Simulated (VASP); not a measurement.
Al, 2 atoms in the cell. It takes space group Fd-3m (No. 227, cubic). The conventional cell has a = 5.992 Å, b = 5.992 Å, c = 5.992 Å, α = 90.00°, β = 90.00°, γ = 90.00°. Al (site symmetry -43m) has 4 Al at 2.59 Å within 3.4 Å. This isn't the form of Al at room conditions, which is fcc.

```yaml
Program: VASP 6.6.1
Task: single point
Functional: PBEsol
Potentials_or_basis: VASP PAW PBE potentials, release 64 (Al)
Cutoff: 500 eV
k_mesh: 13 × 13 × 13
Occupations: gaussian, width 0.1 eV
Spin: no spin polarisation
Dipole_correction: no
Further_INCAR_settings: ALGO = Normal; EDIFF = 1e-06; NBANDS = 10
```

Potentials or basis: VASP PAW PBE potentials, release 64 (Al).

Launch:

```console
$ cat potpaw_PBE.64/Al/POTCAR > POTCAR
$ mpirun -np 1 vasp_std > vasp.out
```

Hardware: 1 thread of Intel(R) Xeon(R) Platinum 8259CL CPU @ 2.50GHz (Skylake/Cascade Lake), with other jobs on the host.

Problem. Estimate the wall time of this run.

Solution. It took 18 s on 1 thread of Intel(R) Xeon(R) Platinum 8259CL CPU @ 2.50GHz (Skylake/Cascade Lake), with other jobs on the host, peak memory 0.18 GiB. Counts: scf iterations 10, k points 84.
